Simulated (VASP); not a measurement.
Here is a VASP 6.6.1 calculation.

The input POSCAR:

```
AlN
1.0
    0.0000000000      2.1848764127      2.1848764127
    2.1848764127      0.0000000000      2.1848764127
    2.1848764127      2.1848764127      0.0000000000
Al N
1 1
Direct
    0.0000000000      0.0000000000      0.0000000000
    0.2500000000      0.2500000000      0.2500000000
```

INCAR.step1

```
SYSTEM = AlN
ALGO = Normal
EDIFF = 1E-4
ENCUT = 520
GGA = PE
ISMEAR = 0
LASPH = .TRUE.
LCHARG = .FALSE.
LREAL = .FALSE.
LWAVE = .TRUE.
NBANDS = 11
NELM = 60
PREC = Accurate
SIGMA = 0.01
```

INCAR.step2

```
SYSTEM = AlN
ALGO = Normal
EDIFF = 1E-7
ENCUT = 520
ISIF = 2
ISMEAR = 0
ISTART = 1
LASPH = .TRUE.
LCHARG = .FALSE.
LMIXTAU = .TRUE.
LREAL = .FALSE.
LWAVE = .FALSE.
METAGGA = R2SCAN
NBANDS = 11
NELM = 60
PREC = Accurate
SIGMA = 0.01
```

Contents of KPOINTS:

```
k-points
0
G
  8 8 8
  0 0 0
```

Potentials or basis: VASP PAW PBE potentials, release 64 (Al, N).

The run is started by

```console
$ cat potpaw_PBE.64/Al/POTCAR potpaw_PBE.64/N/POTCAR > POTCAR
$ cp INCAR.step1 INCAR
$ mpirun -np 1 vasp_std > vasp.out
$ cp INCAR.step2 INCAR
$ mpirun -np 1 vasp_std > vasp.out
```

(1) Predict the pressure.

(2) Estimate the band gap on the k mesh.

## Answers

(1) -0.4 GPa.

(2) 3.93 eV, indirect (least direct gap 4.88 eV).

Caveat: the PAW data sets were made with another functional, which shifts forces and pressure a little.
